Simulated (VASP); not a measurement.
**Ni: electric field gradients with PBE**

Ni:

```
CELL_PARAMETERS angstrom
0.00000 1.74406 1.74406
1.74406 0.00000 1.74406
1.74406 1.74406 0.00000
ATOMIC_POSITIONS crystal
Ni 0.00000 0.00000 0.00000
```

```yaml
Program: VASP 6.6.1
Task: electric field gradients
Functional: PBE
Potentials_or_basis: VASP PAW PBE potentials, release 64 (Ni)
Cutoff: 520 eV
k_mesh: 20 × 20 × 20
Occupations: fermi-dirac, width 0.05 eV
Spin: collinear spin, ferromagnetic start
Starting_moments: "[1.5] μB"
Dipole_correction: no
Further_INCAR_settings: ALGO = Normal; EDIFF = 1e-08; NBANDS = 15
```

| Quantity | Value |
| --- | --- |
| Pressure | 5.5 GPa |
| Net moment | 0.62 μB per cell |
| Site moments | Ni +0.63 μB |
| Largest electric field gradient by atom | under 0.05 V/Å² on every atom |
| Valence electrons inside the program's atomic spheres | Ni 9.36 |

Levels at points of the mesh, in eV from the Fermi level:
Spin up:
| k point | band 2 | band 3 | band 4 | band 5 | band 6 | band 7 | band 8 | band 9 |
| --- | --- | --- | --- | --- | --- | --- | --- | --- |
| (0.00, 0.00, 0.00) | -2.50 | -2.50 | -2.50 | -1.28 | -1.28 | 23.94 | 28.00 | 28.00 |
| (0.50, 0.00, 0.00) | -2.48 | -2.48 | -0.60 | -0.60 | -0.34 | 5.85 | 22.42 | 25.12 |
| (0.50, 0.50, 0.00) | -4.33 | -0.54 | -0.46 | -0.46 | 2.46 | 9.45 | 15.06 | 15.06 |
Spin down:
```
           k point  band 3  band 4  band 5  band 6  band 7  band 8
(0.00, 0.00, 0.00)   -1.75   -1.75   -0.69   -0.69   23.78   27.98
(0.50, 0.00, 0.00)   -1.87   -0.40    0.16    0.16    6.27   22.28
(0.50, 0.50, 0.00)    0.07    0.40    0.40    2.43    9.69   15.07
```

Wall time 100 s on 1 thread of Intel(R) Xeon(R) Platinum 8488C (Sapphire Rapids), on a shared host, peak memory 0.17 GiB.

Caveat: the cell stands under pressure.
